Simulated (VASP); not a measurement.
Input of a VASP 6.6.1 run:

INCAR

```
SYSTEM = Ru2C
  PREC = Accurate
  ENCUT = 520
  EDIFF = 1E-7
  ISMEAR = 0
  SIGMA = 0.2
  LREAL = .False.
  LASPH = .True.
  NELM = 80
  ALGO = Normal
  ISIF = 2
  LWAVE = .False.
  LCHARG = .True.
  GGA = PE
  LELF = .True.
  LVHAR = .True.
  NBANDS = 41
```

Contents of KPOINTS:

```
regular mesh
0
Gamma
  4 4 4
  0 0 0
```

Contents of POSCAR:

```
Ru2C
1.0
    5.1584252036      0.0000000000      0.0000000000
    0.0000000000      5.1595224435      0.0000000000
    0.0000000000      0.0000000000      2.6366180481
Ru C
4 2
Direct
    0.7500000000      0.7500000000      0.0000000000
    0.2500000000      0.2500000000      0.0000000000
    0.2500000000      0.7500000000      0.0000000000
    0.7500000000      0.2500000000      0.0000000000
    0.5000000000      0.0000000000      0.4998080965
    0.0000000000      0.5000000000      0.5001919035
```

Potentials or basis: VASP PAW PBE potentials, release 64 (Ru_pv, C).

Run with:

```bash
$ cat potpaw_PBE.64/Ru_pv/POTCAR potpaw_PBE.64/C/POTCAR > POTCAR
$ mpirun -np 1 vasp_std > vasp.out
```

Question: Estimate the largest force.

Answer: 0.004 eV/Å.

Question: Estimate the band gap on the k mesh.

Answer: Zero (bands 32 and 33 overlap by 1.81 eV).

Question: What does it give for the pressure?

Answer: -0.1 GPa.

Stress tensor (GPa, compression positive):
```
-0.01  0.00  0.00
 0.00 -0.10  0.00
 0.00  0.00 -0.28
```

Caveat: the k points lie up to 0.60 Å⁻¹ apart, too coarse for converged energies and pressures of a metal.
